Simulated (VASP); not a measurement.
# Os (P6_3/mmc) in VASP: vibrations by perturbation theory with PBEsol

Aim: the vibrations by perturbation theory of Os with PBEsol.

Everything below comes from runs of VASP 6.6.1. Logs are shortened: lines on timing, memory, paths and dates and some standing lists are left out, and cuts for length are marked.

## 1. The cell of the first run

The structure is hexagonal, space group P6_3/mmc (No. 194). Conventional cell: a = 2.729 Å, b = 2.729 Å, c = 4.311 Å, α = 90.00°, β = 90.00°, γ = 120.00°. Os (site symmetry -6m2) has 12 Os at 2.67 to 2.73 Å within 3.5 Å.

## 2. Vibrations by perturbation theory, PBEsol

INCAR

```
SYSTEM = Os
PREC = Accurate
ENCUT = 520
EDIFF = 1E-8
ISMEAR = -1
SIGMA = 0.15
LREAL = .FALSE.
LASPH = .TRUE.
NELM = 100
ALGO = Normal
ISIF = 2
LWAVE = .FALSE.
LCHARG = .TRUE.
GGA = PS
NBANDS = 15
IBRION = 8
NSW = 1
```

KPOINTS

```
regular mesh
0
G
  18 18 12
  0 0 0
```

POSCAR

```
Os
1.0
    2.7290030556      0.0000000000      0.0000000000
   -1.3645015278      2.3633859731      0.0000000000
    0.0000000000      0.0000000000      4.3110892369
Os
2
Direct
    0.3333333333      0.6666666667      0.2500000000
    0.6666666667      0.3333333333      0.7500000000
```

Potentials or basis: VASP PAW PBE potentials, release 64 (Os).

The run is started by

```sh
> cat potpaw_PBE.64/Os/POTCAR > POTCAR
> mpirun -np 1 vasp_std > vasp.out
```

OUTCAR:

```text
SYSTEM = Os
   PREC = Accurate
   ENCUT = 520
   EDIFF = 1E-8
   ISMEAR = -1
   LREAL = .FALSE.
   LASPH = .TRUE.
   NELM = 100
   ISIF = 2
   GGA = PS
   IBRION = 8
   NSW = 1

 ion  position               nearest neighbor table
   1  0.333  0.667  0.250-   2 2.67   2 2.67   2 2.67   2 2.67   2 2.67   2 2.67
   2  0.667  0.333  0.750-   1 2.67   1 2.67   1 2.67   1 2.67   1 2.67   1 2.67

  LATTYP: Found a hexagonal cell.
 ALAT       =     2.7290030556
 C/A-ratio  =     1.5797304543

  Lattice vectors:

 A1 = (   2.7290030556,   0.0000000000,   0.0000000000)
 A2 = (  -1.3645015278,   2.3633859731,   0.0000000000)
 A3 = (   0.0000000000,   0.0000000000,   4.3110892369)

Analysis of symmetry for initial positions (statically):
=====================================================================
 Subroutine PRICEL returns:
 Original cell was already a primitive cell.

 Routine SETGRP: Setting up the symmetry group for a
 hexagonal supercell.

 Subroutine GETGRP returns: Found 24 space group operations
 (whereof 12 operations were pure point group operations)
 out of a pool of 24 trial point group operations.

The static configuration has the point symmetry D_3d.
 The point group associated with its full space group is D_6h.

Analysis of symmetry for dynamics (positions and initial velocities):
=====================================================================
 Subroutine PRICEL returns:
 Original cell was already a primitive cell.

 Routine SETGRP: Setting up the symmetry group for a
 hexagonal supercell.

 Subroutine GETGRP returns: Found 24 space group operations
 (whereof 12 operations were pure point group operations)
 out of a pool of 24 trial point group operations.

The dynamic configuration has the point symmetry D_3d.
 The point group associated with its full space group is D_6h.

 Subroutine INISYM returns: Found 24 space group operations
 (whereof 12 operations are pure point group operations),
 and found     1 'primitive' translations

----------------------------------------------------------------------------------------

[... 603 lines left out ...]
     -0.00000      1.57559      1.07777        -0.000000      0.000000      0.000000
      1.36450      0.78780      3.23332         0.000000     -0.000000      0.000000
 -----------------------------------------------------------------------------------
    total drift:                               -0.000000      0.000000     -0.000000

  FREE ENERGIE OF THE ION-ELECTRON SYSTEM (eV)
  ---------------------------------------------------
  free  energy   TOTEN  =       -24.5304652044 eV

  energy  without entropy=      -24.4406775437  energy(sigma->0) =      -24.48557137

[... ionic steps 2 to 3 ...]

--------------------------------------- Ionic step        4  -------------------------------------------

------------------------ aborting loop because EDIFF is reached ----------------------------------------

[... ionic steps 5 to 5 ...]

--------------------------------------- Ionic step        6  -------------------------------------------

 Free energy of the ion-electron system (eV)
  ---------------------------------------------------
  ---------------------------------------------------
  free energy    TOTEN  =        -0.23763562 eV

  energy without entropy =       -0.23763562

------------------------ aborting loop because EDIFF is reached ----------------------------------------

 INTERNAL STRAIN TENSOR  FOR ION    1  DIRECTION 3   (eV/Angst):
 -----------------------------------------------------------------------------
    -0.05073  0.00000  0.00000
    -0.00000 -0.05073 -0.00000
     0.00000  0.00000  0.10623

 INTERNAL STRAIN TENSOR FOR ION    2 for displacements in x,y,z  (eV/Angst):
          X           Y           Z          XY          YZ          ZX
  --------------------------------------------------------------------------------
  x     0.00000     0.00000     0.00000     2.58623     0.00000     0.00000
  y     2.58623    -2.58623    -0.00000     0.00000     0.00000     0.00000
  z     0.00000     0.00000     0.00000     0.00000     0.00000     0.00000

 SECOND DERIVATIVES (NOT SYMMETRIZED)
 ------------------------------------
               1X          1Y          1Z          2X          2Y          2Z
  1X    -9.701437    0.000000    0.000000    9.701437    0.000000    0.000000
  1Y    -0.000000   -9.701437    0.000000    0.000000    9.701437    0.000000
  1Z    -0.000000   -0.000000  -17.087259    0.000000    0.000000   17.087259
  2X     9.701437    0.000000    0.000000   -9.701437    0.000000    0.000000
  2Y     0.000000    9.701437    0.000000   -0.000000   -9.701437    0.000000
  2Z     0.000000    0.000000   17.087259   -0.000000   -0.000000  -17.087259

 Eigenvectors and eigenvalues of the dynamical matrix
 ----------------------------------------------------

   1 f  =    6.626690 THz    41.636722 2PiTHz  221.042590 cm-1    27.405776 meV
             X         Y         Z           dx          dy          dz
     -0.000000  1.575591  1.077772     0.000000    0.000000    0.707107
      1.364502  0.787795  3.233317    -0.000000    0.000000   -0.707107
[... 11 lines left out ...]
   4 f  =    0.000000 THz     0.000000 2PiTHz    0.000000 cm-1     0.000000 meV
             X         Y         Z           dx          dy          dz
     -0.000000  1.575591  1.077772     0.000000    0.000000    0.707107
      1.364502  0.787795  3.233317    -0.000000    0.000000    0.707107

   5 f/i=    0.000000 THz     0.000000 2PiTHz    0.000002 cm-1     0.000000 meV
             X         Y         Z           dx          dy          dz
     -0.000000  1.575591  1.077772     0.366379    0.604786    0.000000
      1.364502  0.787795  3.233317     0.366379    0.604786    0.000000

   6 f/i=    0.000000 THz     0.000000 2PiTHz    0.000003 cm-1     0.000000 meV
             X         Y         Z           dx          dy          dz
     -0.000000  1.575591  1.077772     0.604786   -0.366379   -0.000000
      1.364502  0.787795  3.233317     0.604786   -0.366379    0.000000

--------------------------------------------------------------------------------------------------------

 ELASTIC MODULI CONTR FROM IONIC RELAXATION (kBar)
 Direction    XX          YY          ZZ          XY          YZ          ZX
 --------------------------------------------------------------------------------
 XX         -39.7267     39.7267      0.0000      0.0000      0.0000      0.0000
 YY          39.7267    -39.7267     -0.0000     -0.0000      0.0000      0.0000
 ZZ           0.0000     -0.0000     -0.0000     -0.0000      0.0000      0.0000
 XY           0.0000     -0.0000     -0.0000    -39.7267      0.0000      0.0000
 YZ           0.0000      0.0000      0.0000      0.0000      0.0000      0.0000
 ZX           0.0000      0.0000      0.0000      0.0000      0.0000      0.0000
 --------------------------------------------------------------------------------
```

stdout:

```text
POSCAR found type information on POSCAR Os
 POSCAR found :  1 types and       2 ions
 scaLAPACK will be used
 -----------------------------------------------------------------------------
|                                                                             |
|                                                                             |
|     You enforced a specific xc type in the INCAR file but a different       |
|     I HOPE YOU KNOW WHAT YOU ARE DOING!                                     |
|                                                                             |
 -----------------------------------------------------------------------------

 LDA part: xc-table for (Slater+PW92), standard interpolation
 POSCAR, INCAR and KPOINTS ok, starting setup
 FFT: planning ... GRIDC
 FFT: planning ... GRID_SOFT
 FFT: planning ... GRID
 WAVECAR not read
 entering main loop
 Linear response reoptimize wavefunctions to high precision
 Linear response DOF=           2
 Linear response progress:
 first order change of Fermi-energy  -0.13624E-04
 force on displaced ion       1 direction 1 :  -9.701   0.001   0.000
 Linear response progress:
 first order change of Fermi-energy   0.11638E-03
 force on displaced ion       1 direction 3 :   0.000  -0.000 -17.087
 Linear response finished
```

Wall time 8.2 min (1 thread of AMD EPYC 7R13 (Zen 3), shared host); peak memory 0.89 GiB.

Results:

- Highest phonon frequency at Γ: 221 cm⁻¹

Phonon frequencies in cm⁻¹ (negative: imaginary):
| q point | frequencies |
| --- | --- |
| (0.000, 0.000, 0.000) | 0 0 0 167 167 221 |

Caveat: spin-orbit coupling is left out, which moves the levels of the heavy elements.
